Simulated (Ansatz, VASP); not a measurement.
Given: the input of a run of VASP 6.6.1 on SrO.

INCAR

```
ALGO = Normal
EDIFF = 1E-6
ENCUT = 520
GGA = PS
ISIF = 2
ISMEAR = -1
LASPH = T
LCHARG = T
LELF = T
LREAL = F
LVHAR = T
LWAVE = F
NBANDS = 15
NELM = 100
PREC = Accurate
SIGMA = 0.05
```

KPOINTS

```
k-points
0
Gamma
  9 9 9
```

The input POSCAR:

```
SrO
1.0
    0.0000000000      2.5139118308      2.5139118308
    2.5139118308      0.0000000000      2.5139118308
    2.5139118308      2.5139118308      0.0000000000
Sr O
1 1
Direct
    0.5000000000      0.5000000000      0.5000000000
    0.0000000000      0.0000000000      0.0000000000
```

Potentials or basis: VASP PAW PBE potentials, release 64 (Sr_sv, O).

Launch:

```sh
$ cat potpaw_PBE.64/Sr_sv/POTCAR potpaw_PBE.64/O/POTCAR > POTCAR
$ mpirun -np 1 vasp_std > vasp.out
```

Translate it to Ansatz 0.2.0. Potentials there: all-electron LAPW, scalar-relativistic.

As run (the cutoff follows the program's own potentials):

File input.yaml:

```yaml
crystal:
  lattice:
    - [0.0, 2.5139118308, 2.5139118308]
    - [2.5139118308, 0.0, 2.5139118308]
    - [2.5139118308, 2.5139118308, 0.0]
  atoms:
    - { symbol: Sr, position: [0.5, 0.5, 0.5] }
    - { symbol: O, position: [0.0, 0.0, 0.0] }
kpoints:
  mp_grid: { grid: [9, 9, 9] }
scf:
  occupations: { method: fermi_dirac, width: 0.05 }
hamiltonian:
  xc: pbesol
  pseudopotentials: { kind: all_electron, lapw: { basis_error: 0.0005 } }
output:
  forces: true
  stress: true
  eigenvalues: true
```

Potentials or basis: all-electron LAPW, scalar-relativistic.

Run with:

```bash
$ ansatz run input.yaml --threads 1 --pin off --max-ram 3072MiB --backend cpu --events-out ev --progress --plain --runs-dir out
```

Both were run:

|  | VASP | Ansatz | Ansatz less VASP |
| --- | --- | --- | --- |
| gap on the k mesh at the Fermi level (eV) | 3.16 | 3.21 | +0.053 |
| least direct gap on the mesh (eV) | 3.20 | 3.24 | +0.040 |
| pressure (GPa) | 6.8 | 6.0 | -0.82 |

VASP's potentials were made for PBE, not for PBEsol. Ansatz ran all-electron here, and VASP with PAW potentials.
